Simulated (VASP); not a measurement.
Wanted: the native input for a VASP 6.6.1 run.

```yaml
Task: single point
Functional: LDA
Potentials_or_basis: VASP PAW LDA potentials, release 64 (In_d, As)
Cutoff: 520 eV
k_mesh: 11 × 11 × 11
Occupations: fermi-dirac, width 0.08 eV
Spin: no spin polarisation
Dipole_correction: no
Further_INCAR_settings: ALGO = Normal; EDIFF = 1e-06; NBANDS = 16
```

The structure of InAs (zincblende type) lies in POSCAR:

```
InAs
1.0
    0.0000000000      2.8877328299      2.8877328299
    2.8877328299      0.0000000000      2.8877328299
    2.8877328299      2.8877328299      0.0000000000
In As
1 1
Direct
    0.0000000000      0.0000000000      0.0000000000
    0.2500000000      0.2500000000      0.2500000000
```

This cell differs from its parent crystal: volume scaled by 0.88.

These files were run (other wordings do the same):

INCAR

```
ALGO     = Normal         # electronic algorithm
EDIFF    = 1E-6           # SCF threshold, eV
ENCUT    = 520            # plane-wave cutoff, eV
ISIF     = 2              # what is computed and relaxed
ISMEAR   = -1             # smearing method
LASPH    = T              # aspherical terms in the spheres
LCHARG   = T              # write CHGCAR
LELF     = T              # ELF
LREAL    = F              # projectors in reciprocal space
LVHAR    = T            
LWAVE    = F              # write WAVECAR
NBANDS   = 16             # bands
NELM     = 80             # most SCF steps
PREC     = Accurate       # precision mode
SIGMA    = 0.08           # smearing width, eV
```

KPOINTS

```
k-points
0
Gamma
  11 11 11
```

Potentials or basis: VASP PAW LDA potentials, release 64 (In_d, As).

Command:

```bash
$ cat potpaw_LDA.64/In_d/POTCAR potpaw_LDA.64/As/POTCAR > POTCAR
$ mpirun -np 1 vasp_std > vasp.out
```

It gave:

```
Pressure               : 10.6 GPa
Band gap on the k mesh : 0.31 eV, direct
```

Caveat: spin-orbit coupling is left out, which moves the levels of the heavy elements.

Run time: 26 s on 1 thread of Intel(R) Xeon(R) Platinum 8559C (Emerald Rapids), with other jobs on the host, peak memory 0.17 GiB.
